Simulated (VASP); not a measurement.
Input of a VASP 6.6.1 run:

INCAR

```
SYSTEM = ZnS
PREC = Accurate
ENCUT = 600
EDIFF = 1E-7
ISMEAR = -1
SIGMA = 0.05
LREAL = .False.
LASPH = .True.
NELM = 60
ALGO = Normal
ISIF = 3
LWAVE = .False.
LCHARG = .False.
GGA = PS
IBRION = 2
NSW = 80
EDIFFG = -0.01
```

Contents of KPOINTS:

```
Automatic mesh
0
Gamma
  9 9 9
  0 0 0
```

The input POSCAR:

```
ZnS
1.0
    0.0000000000      2.7020000000      2.7020000000
    2.7020000000      0.0000000000      2.7020000000
    2.7020000000      2.7020000000      0.0000000000
Zn S
1 1
Direct
    0.7500000000      0.7500000000      0.7500000000
    0.0000000000      0.0000000000      0.0000000000
```

Potentials or basis: VASP PAW PBE potentials, release 64 (Zn, S).

Launch:

```console
$ cat potpaw_PBE.64/Zn/POTCAR potpaw_PBE.64/S/POTCAR > POTCAR
$ mpirun -np 1 vasp_std > vasp.out
```

Q: What does it give for the relaxed cell?

A: a = 3.791 Å, b = 3.791 Å, c = 3.791 Å, α = 60.00°, β = 60.00°, γ = 60.00°.

Q: Estimate the relaxed volume.

A: 19.26 Å³/atom.

Q: What does it give for the band gap on the k mesh?

A: 2.08 eV, direct.

Final structure:
```xyz
2
Lattice="0.0000 2.6804 2.6804 2.6804 0.0000 2.6804 2.6804 2.6804 0.0000" Properties=species:S:1:pos:R:3 pbc="T T T"
Zn    4.0206    4.0206    4.0206
S     0.0000    0.0000    0.0000
```

Caveat: the PAW data sets were made with another functional, which shifts forces and pressure a little. As with any semilocal functional, this PBEsol gap is likely too small.
